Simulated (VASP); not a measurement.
Write the native input for VASP 6.6.1 that does the following.

| Property | Result |
| --- | --- |
| Task | single point |
| Functional | PBE |
| Potentials or basis | VASP PAW PBE potentials, release 64 (Ca_sv, O) |
| Cutoff | 520 eV |
| k mesh | 8 × 8 × 8 |
| Occupations | gaussian, width 0.1 eV |
| Spin | no spin polarisation |
| Dipole correction | no |
| Further INCAR settings | ALGO = Normal; EDIFF = 1e-07; NBANDS = 15 |

The structure of CaO lies in POSCAR:

```
CaO
1.0
   -1.6961560500      1.6961560500      2.6807216800
    1.6961560500     -1.6961560500      2.6807216800
    1.6961560500      1.6961560500     -2.6807216800
Ca O
1 1
Direct
    0.0006089000      0.0006089000      0.0000000000
    0.5713921200      0.5713921200      0.0000000000
```

These files were run (other wordings do the same):

INCAR

```
ALGO = Normal ; EDIFF = 1E-7
ENCUT = 520 ; GGA = PE
ISIF = 2 ; ISMEAR = 0
LASPH = T ; LCHARG = F
LREAL = F ; LWAVE = F
NBANDS = 15 ; NELM = 100
PREC = Accurate ; SIGMA = 0.1
```

KPOINTS

```
k-points
0
Gamma
  8 8 8
```

Potentials or basis: VASP PAW PBE potentials, release 64 (Ca_sv, O).

Run with:

```sh
$ cat potpaw_PBE.64/Ca_sv/POTCAR potpaw_PBE.64/O/POTCAR > POTCAR
$ mpirun -np 1 vasp_std > vasp.out
```

It gave:

The pressure is -3.9 GPa and the largest force is 0.308 eV/Å. The band gap on the k mesh is 3.92 eV, direct.

It took 26 s on 1 thread of Intel(R) Xeon(R) Platinum 8259CL CPU @ 2.50GHz (Skylake/Cascade Lake), with other jobs on the host, peak memory 0.17 GiB.
